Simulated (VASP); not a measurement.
Ti, 5 atoms in the cell. The structure is orthorhombic, space group Cmmm (No. 65). Conventional cell: a = 5.251 Å, b = 5.396 Å, c = 6.858 Å, α = 90.00°, β = 90.00°, γ = 90.00°. Within 3.5 Å of Ti (site symmetry 2) lie 7 Ti at 2.63 to 2.78 Å. Ti (site symmetry mmm) has 12 Ti at 2.78 to 3.76 Å within 3.8 Å. 

| Property | Result |
| --- | --- |
| Program | VASP 6.6.1 |
| Task | relaxation of cell and atoms |
| Functional | PBE |
| Potentials or basis | VASP PAW PBE potentials, release 64 (Ti_sv) |
| Cutoff | 600 eV |
| k mesh | 10 × 10 × 6 |
| Occupations | gaussian, width 0.1 eV |
| Spin | no spin polarisation |
| Dipole correction | no |
| Further INCAR settings | ALGO = Normal; EDIFF = 1e-06; IBRION = 2; EDIFFG = -0.01; NSW = 100; ISIF = 3 |

Potentials or basis: VASP PAW PBE potentials, release 64 (Ti_sv).

The run is started by

```sh
$ cat potpaw_PBE.64/Ti_sv/POTCAR > POTCAR
$ mpirun -np 1 vasp_std > vasp.out
```

Hardware: 1 thread of Intel(R) Xeon(R) 6975P-C (Granite Rapids) (shared host).

Question: Estimate the wall time of this run.

Answer: Run time: 60 min on 1 thread of Intel(R) Xeon(R) 6975P-C (Granite Rapids) (shared host), peak memory 0.49 GiB. Counts: scf iterations 84, k points 124, ion steps 9.
